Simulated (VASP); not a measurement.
# Sm (Fm-3m) in VASP: a series of runs

Runs on Sm. Level: PBE. Tasks: single point.

Everything below comes from runs of VASP 6.6.1. Logs are shortened: lines on timing, memory, paths and dates and some standing lists are left out, and cuts for length are marked.

## (1) The cell of the first run

It takes space group Fm-3m (No. 225, cubic). The conventional cell has a = 5.370 Å, b = 5.370 Å, c = 5.370 Å, α = 90.00°, β = 90.00°, γ = 90.00°. Sm (site symmetry m-3m) has 12 Sm at 3.80 Å within 5.0 Å.

## (2) Single point, PBE, collinear spin, ferromagnetic start

Input file INCAR:

```
PREC = Accurate ; ENCUT = 520
EDIFF = 1E-7 ; ISMEAR = 0
SIGMA = 0.05 ; LREAL = False
LASPH = True ; NELM = 150
ALGO = Normal ; ISIF = 2
LWAVE = False ; LCHARG = True
ISPIN = 2 ; MAGMOM = 6.79
LORBIT = 11 ; LMAXMIX = 6
GGA = PE ; LELF = True
LVHAR = True ; NBANDS = 18
```

Input file KPOINTS:

```
Automatic mesh
0
Gamma
  14 14 14
```

Input file POSCAR:

```
Sm
1.0
    0.0000000000      2.6848428937      2.6848428937
    2.6848428937      0.0000000000      2.6848428937
    2.6848428937      2.6848428937      0.0000000000
Sm
1
Direct
    0.0000000000      0.0000000000      0.0000000000
```

Potentials or basis: VASP PAW PBE potentials, release 64 (Sm).

Run with:

```
cat potpaw_PBE.64/Sm/POTCAR > POTCAR
mpirun -np 1 vasp_std > vasp.out
```

OUTCAR:

```text
PREC = Accurate
   ENCUT = 520
   EDIFF = 1E-7
   ISMEAR = 0
   LREAL = False
   LASPH = True
   NELM = 150
   ISIF = 2
   ISPIN = 2
   LORBIT = 11
   GGA = PE

 ion  position               nearest neighbor table
   1  0.000  0.000  0.000-

  LATTYP: Found a face centered cubic cell.
 ALAT       =     5.3696857874

  Lattice vectors:

 A1 = (   0.0000000000,   2.6848428937,   2.6848428937)
 A2 = (   2.6848428937,   0.0000000000,   2.6848428937)
 A3 = (   2.6848428937,   2.6848428937,   0.0000000000)

Analysis of symmetry for initial positions (statically):
=====================================================================
 Subroutine PRICEL returns:
 Original cell was already a primitive cell.

 Routine SETGRP: Setting up the symmetry group for a
 face centered cubic supercell.

 Subroutine GETGRP returns: Found 48 space group operations
 (whereof 48 operations were pure point group operations)
 out of a pool of 48 trial point group operations.

The static configuration has the point symmetry O_h .

Analysis of symmetry for dynamics (positions and initial velocities):
=====================================================================
 Subroutine PRICEL returns:
 Original cell was already a primitive cell.

 Routine SETGRP: Setting up the symmetry group for a
 face centered cubic supercell.

 Subroutine GETGRP returns: Found 48 space group operations
 (whereof 48 operations were pure point group operations)
 out of a pool of 48 trial point group operations.

The dynamic configuration has the point symmetry O_h .

Analysis of structural, dynamic, and magnetic symmetry:
=====================================================================
 Subroutine PRICEL returns:
 Original cell was already a primitive cell.

 Routine SETGRP: Setting up the symmetry group for a
 face centered cubic supercell.

 Subroutine GETGRP returns: Found 48 space group operations
 (whereof 48 operations were pure point group operations)
 out of a pool of 48 trial point group operations.

The overall configuration has the point symmetry O_h .

 Subroutine INISYM returns: Found 48 space group operations
 (whereof 48 operations are pure point group operations),
 and found     1 'primitive' translations

----------------------------------------------------------------------------------------

                                     Primitive cell

  volume of cell :      38.7067

  direct lattice vectors                    reciprocal lattice vectors
     0.000000000  2.684842894  2.684842894    -0.186230636  0.186230636  0.186230636
     2.684842894  0.000000000  2.684842894     0.186230636 -0.186230636  0.186230636
     2.684842894  2.684842894  0.000000000     0.186230636  0.186230636 -0.186230636

  length of vectors
     3.796941233  3.796941233  3.796941233     0.322560924  0.322560924  0.322560924

  position of ions in fractional coordinates (direct lattice)
     0.000000000  0.000000000  0.000000000

  ion indices of the primitive-cell ions
   primitive index   ion index
                 1           1

----------------------------------------------------------------------------------------

 KPOINTS: Automatic mesh

Automatic generation of k-mesh.
 Grid dimensions read from file:
 generate k-points for:   14   14   14

 Generating k-lattice:

  Cartesian coordinates                     Fractional coordinates (reciprocal lattice)
    -0.013302188  0.013302188  0.013302188     0.071428571  0.000000000  0.000000000
     0.013302188 -0.013302188  0.013302188     0.000000000  0.071428571  0.000000000
     0.013302188  0.013302188 -0.013302188     0.000000000  0.000000000  0.071428571

  Length of vectors
     0.023040066  0.023040066  0.023040066

  Shift w.r.t. Gamma in fractional coordinates (k-lattice)
     0.000000000  0.000000000  0.000000000

 Subroutine IBZKPT returns following result:
 ===========================================

 Found    104 irreducible k-points:

 Following reciprocal coordinates:
            Coordinates               Weight
  0.000000  0.000000  0.000000      1.000000
  0.071429  0.000000  0.000000      8.000000
  0.142857  0.000000  0.000000      8.000000
  0.214286  0.000000  0.000000      8.000000
  0.285714  0.000000  0.000000      8.000000
  0.357143  0.000000  0.000000      8.000000
[... 16 lines left out ...]
  0.214286  0.142857  0.000000     24.000000
  0.285714  0.142857  0.000000     24.000000
 [... further k-points ...]
   k-points           NKPTS =    104   k-points in BZ     NKDIM =    104   number of bands    NBANDS=     18
   number of dos      NEDOS =    301   number of ions     NIONS =      1
   total plane-waves  NPLWV =  21952
   dimension x,y,z NGX =    28 NGY =   28 NGZ =   28
   dimension x,y,z NGXF=    56 NGYF=   56 NGZF=   56
   ions per type =               1
   NGX,Y,Z   is equivalent  to a cutoff of  12.26, 12.26, 12.26 a.u.
   NGXF,Y,Z  is equivalent  to a cutoff of  24.52, 24.52, 24.52 a.u.
 SYSTEM =  unknown system
   PREC   = accura    normal or accurate (medium, high low for compatibility)
   ISTART =      0    job   : 0-new  1-cont  2-samecut
   ICHARG =      2    charge: 1-file 2-atom 10-const
   ISPIN  =      2    spin polarized calculation?
   LNONCOLLINEAR =      F non collinear calculations
   LSORBIT =      F    spin-orbit coupling
   LASPH  =      T    aspherical Exc in radial PAW
   ENCUT  =  520.0 eV  38.22 Ry    6.18 a.u.   7.06  7.06  7.06*2*pi/ulx,y,z
   NELM   =    150;   NELMIN=  2; NELMDL= -5     # of ELM steps
   EDIFF  = 0.1E-06   stopping-criterion for ELM
   LREAL  =      F    real-space projection
   EDIFFG = 0.1E-05   stopping-criterion for IOM
   NSW    =      0    number of steps for IOM
   IBRION =     -1    ionic relax: 0-MD 1-quasi-New 2-CG
   NFREE  =      0    steps in history (QN), initial steepest desc. (CG)
   ISIF   =      2    stress and relaxation
   ISYM   =      2    0-nonsym 1-usesym 2-fastsym
   POTIM  = 0.5000    time-step for ionic-motion
   TEBEG  =    0.0;   TEEND  =   0.0 temperature during run
   PSTRESS=    0.0 pullay stress
   NELECT =      16.0000    total number of electrons
   NUPDOWN=      -1.0000    fix difference up-down
   EMIN   =  10.00;   EMAX   =-10.00  energy-range for DOS
   EFERMI =   0.00;   METHOD = LEGACY
   ISMEAR =     0;   SIGMA  =   0.05  broadening in eV -4-tet -1-fermi 0-gaus
   EFERMI_NEDOS =   21; number of points for ismear=-14 and -15
   IALGO  =     38    algorithm
   IMIX   =      4    mixing-type and parameters
     AMIX     =   0.40;   BMIX     =  1.00
     AMIX_MAG =   1.60;   BMIX_MAG =  1.00
  volume/ion in A,a.u.               =      38.71       261.21
  Fermi-wavevector in a.u.,A,eV,Ry     =   1.219512  2.304543 20.234702  1.487209
  Thomas-Fermi vector in A             =   2.354761
   LORBIT       =     11    0 simple, 1 ext, 2 COOP (PROOUT), +10 PAW based schemes
   GGA     = PE    functional components
   LHFCALC =     F    Hartree Fock is set to
   AEXX    =    0.0000 exact exchange contribution
   IVDW    =     0    specifies the selected vdW correction
   LEPSILON=     F    determine dielectric tensor
   LRPA    =     F    only Hartree local field effects (RPA)
 spin polarized calculation
 Gauss-broadening in eV      SIGMA  =   0.05
  energy-cutoff  :      520.00
  volume of cell :       38.71
 maximum number of plane-waves:      1056
   NGX = 15   NGY = 15   NGZ = 15

 number of electron      15.9999999 magnetization       6.5893792

 Free energy of the ion-electron system (eV)
  ---------------------------------------------------
  ext. energy  EPLUGINS =         0.00000000
  ---------------------------------------------------
  free energy    TOTEN  =        -9.32728229 eV

  energy without entropy =       -9.31193375  energy(sigma->0) =       -9.31960802

 E-fermi :   2.4390     XC(G=0):  -9.1954

 val. band max:        2.4389519134   @ k =  -0.2857   0.2143   0.0000
 cond. band min:       2.4400326819   @ k =  -0.4286   0.2857   0.0714
 fundamental gap:      0.0010807685
 Fermi energy:         2.4390213199

 spin component 1

 k-point     1 :       0.0000    0.0000    0.0000
  band No.  band energies     occupation
      1     -37.6131      1.00000
      2     -16.9184      1.00000
      3     -16.9184      1.00000
      4     -16.9184      1.00000
      5      -1.9221      1.00000
      6       2.1900      1.00000
[... 10 lines left out ...]
     17       6.3619      0.00000
     18      11.0088      0.00000

 k-point     2 :       0.0714    0.0000    0.0000
  band No.  band energies     occupation
      1     -37.6103      1.00000
      2     -16.9533      1.00000
      3     -16.9227      1.00000
      4     -16.9227      1.00000
      5      -1.7962      1.00000
      6       2.1742      1.00000
[... 10 lines left out ...]
     17       6.2953      0.00000
     18      11.2762      0.00000
[... 442 lines left out ...]
 k-point    24 :       0.2857    0.1429    0.0000
  band No.  band energies     occupation
      1     -37.5790      1.00000
      2     -17.2536      1.00000
      3     -17.0074      1.00000
      4     -17.0010      1.00000
      5      -0.3322      1.00000
      6       2.0634      1.00000
[... 10 lines left out ...]
     17       7.0372      0.00000
     18      12.0393      0.00000

 [... further k-points ...]

 spin component 2

 k-point     1 :       0.0000    0.0000    0.0000
  band No.  band energies     occupation
      1     -34.9079      1.00000
      2     -14.8330      1.00000
      3     -14.8330      1.00000
      4     -14.8330      1.00000
      5      -0.7486      1.00000
      6       5.4223      0.00000
[... 10 lines left out ...]
     17       7.5770      0.00000
     18      12.8210      0.00000

 k-point     2 :       0.0714    0.0000    0.0000
  band No.  band energies     occupation
      1     -34.9045      1.00000
      2     -14.8737      1.00000
      3     -14.8378      1.00000
      4     -14.8378      1.00000
      5      -0.6180      1.00000
      6       5.0971      0.00000
[... 10 lines left out ...]
     17       7.5358      0.00000
     18      13.0619      0.00000
[... 442 lines left out ...]
 k-point    24 :       0.2857    0.1429    0.0000
  band No.  band energies     occupation
      1     -34.8668      1.00000
      2     -15.2216      1.00000
      3     -14.9351      1.00000
      4     -14.9275      1.00000
      5       0.8770      1.00000
      6       3.9774      0.00000
[... 10 lines left out ...]
     17       8.3749      0.00000
     18      13.2181      0.00000

 [... further k-points ...]

------------------------ aborting loop because EDIFF is reached ----------------------------------------

  FORCE on cell =-STRESS in cart. coord.  units (eV):
  Direction    XX          YY          ZZ          XY          YZ          ZX
  --------------------------------------------------------------------------------------
  -------------------------------------------------------------------------------------
  Total       -0.0598201     -0.0598201     -0.0598201     -0.0000000      0.0000000      0.0000000
  in kB       -2.4761185     -2.4761185     -2.4761185     -0.0000000      0.0000000      0.0000000
  external PRESSURE =      -2.4761185 kB  Pullay stress =       0.0000000 kB

 VOLUME and BASIS-vectors are now :
 -----------------------------------------------------------------------------
  energy-cutoff  :      520.00
  volume of cell :       38.71
      direct lattice vectors                 reciprocal lattice vectors
     0.000000000  2.684842894  2.684842894    -0.186230636  0.186230636  0.186230636
     2.684842894  0.000000000  2.684842894     0.186230636 -0.186230636  0.186230636
     2.684842894  2.684842894  0.000000000     0.186230636  0.186230636 -0.186230636

 POSITION                                       TOTAL-FORCE (eV/Angst)
 -----------------------------------------------------------------------------------
      0.00000      0.00000      0.00000         0.000000     -0.000000     -0.000000
 -----------------------------------------------------------------------------------
    total drift:                               -0.000000     -0.000000     -0.000000

  FREE ENERGIE OF THE ION-ELECTRON SYSTEM (eV)
  ---------------------------------------------------
  free  energy   TOTEN  =        -9.3272822938 eV

  energy  without entropy=       -9.3119337534  energy(sigma->0) =       -9.31960802

 total charge

# of ion       s       p       d       f       tot
--------------------------------------------------
    1        2.075   5.622   0.385   5.540  13.622

 magnetization (x)

# of ion       s       p       d       f       tot
--------------------------------------------------
    1       -0.005  -0.063   0.237   5.536   5.705
```

It took 1.8 min on 1 thread of Intel Xeon 6975P-C (Granite Rapids), shared host; peak memory 0.27 GiB.

Results:

| Quantity | Value |
| --- | --- |
| Free energy | -9.3273 eV |
| Pressure | -0.2 GPa |
| Net moment | 6.59 μB per cell |
| Site moments | Sm +5.71 μB |
| Valence electrons inside the program's atomic spheres | Sm 13.62 |

Caveat: the magnetic or orbital state may not be the lowest; spin-orbit coupling is left out, which moves the levels of the heavy elements.

## (3) Single point, PBE, collinear spin, ferromagnetic start

This run uses another cell than the first one, of 33.11 Å³/atom, 0.855 times its volume.

Input file INCAR:

```
SYSTEM = Sm
ALGO     = Normal         ! electronic algorithm
EDIFF    = 1E-6           ! SCF threshold, eV
ENCUT    = 520            ! plane-wave cutoff, eV
GGA      = PE             ! functional
ISIF     = 2              ! what is computed and relaxed
ISMEAR   = 0              ! smearing method
ISPIN    = 2              ! spin polarisation
LASPH    = .True.         ! aspherical terms in the spheres
LCHARG   = .False.        ! write CHGCAR
LMAXMIX  = 6              ! l up to which the mixer works
LORBIT   = 11             ! projections on sites
LREAL    = .False.        ! projectors in reciprocal space
LWAVE    = .False.        ! write WAVECAR
MAGMOM   = 5              ! initial moments
NBANDS   = 18             ! bands
NELM     = 150            ! most SCF steps
PREC     = Accurate       ! precision mode
SIGMA    = 0.05           ! smearing width, eV
```

Input file KPOINTS:

```
k-points
0
Gamma
  14 14 14
  0 0 0
```

Input file POSCAR:

```
Sm
1.0
    0.0000000000      2.5485531542      2.5485531542
    2.5485531542      0.0000000000      2.5485531542
    2.5485531542      2.5485531542      0.0000000000
Sm
1
Direct
    0.0000000000      0.0000000000      0.0000000000
```

Potentials or basis: VASP PAW PBE potentials, release 64 (Sm).

Run with:

```
cat potpaw_PBE.64/Sm/POTCAR > POTCAR
mpirun -np 1 vasp_std > vasp.out
```

OUTCAR:

```text
SYSTEM = Sm
   EDIFF = 1E-6
   ENCUT = 520
   GGA = PE
   ISIF = 2
   ISMEAR = 0
   ISPIN = 2
   LASPH = .True.
   LORBIT = 11
   LREAL = .False.
   NELM = 150
   PREC = Accurate

 ion  position               nearest neighbor table
   1  0.000  0.000  0.000-

  LATTYP: Found a face centered cubic cell.
 ALAT       =     5.0971063084

  Lattice vectors:

 A1 = (   0.0000000000,   2.5485531542,   2.5485531542)
 A2 = (   2.5485531542,   0.0000000000,   2.5485531542)
 A3 = (   2.5485531542,   2.5485531542,   0.0000000000)

Analysis of symmetry for initial positions (statically):
[... 1213 lines left out ...]
  -------------------------------------------------------------------------------------
  Total        0.7001616      0.7001616      0.7001616      0.0000000      0.0000000     -0.0000000
  in kB       33.8842450     33.8842450     33.8842450      0.0000000      0.0000000     -0.0000000
  external PRESSURE =      33.8842450 kB  Pullay stress =       0.0000000 kB

 VOLUME and BASIS-vectors are now :
 -----------------------------------------------------------------------------
  energy-cutoff  :      520.00
  volume of cell :       33.11
      direct lattice vectors                 reciprocal lattice vectors
     0.000000000  2.548553154  2.548553154    -0.196189748  0.196189748  0.196189748
     2.548553154  0.000000000  2.548553154     0.196189748 -0.196189748  0.196189748
     2.548553154  2.548553154  0.000000000     0.196189748  0.196189748 -0.196189748

 POSITION                                       TOTAL-FORCE (eV/Angst)
 -----------------------------------------------------------------------------------
      0.00000      0.00000      0.00000        -0.000000      0.000000      0.000000
 -----------------------------------------------------------------------------------
    total drift:                               -0.000000     -0.000000     -0.000000

  FREE ENERGIE OF THE ION-ELECTRON SYSTEM (eV)
  ---------------------------------------------------
  free  energy   TOTEN  =        -9.2757952053 eV

  energy  without entropy=       -9.2619534118  energy(sigma->0) =       -9.26887431

 total charge

# of ion       s       p       d       f       tot
--------------------------------------------------
    1        2.082   5.610   0.477   5.508  13.677

 magnetization (x)

# of ion       s       p       d       f       tot
--------------------------------------------------
    1       -0.000  -0.054   0.280   5.501   5.727
```

Run time: 1.9 min. Hardware: 1 thread of Intel Xeon 6975P-C (Granite Rapids), shared host; peak memory 0.26 GiB.

Results:

| Property | Result |
| --- | --- |
| Free energy | -9.2758 eV |
| Pressure | 3.4 GPa |
| Net moment | 6.61 μB per cell |
| Site moments | Sm +5.73 μB |
| Valence electrons inside the program's atomic spheres | Sm 13.68 |

Caveat: the magnetic or orbital state may not be the lowest; spin-orbit coupling is left out, which moves the levels of the heavy elements.
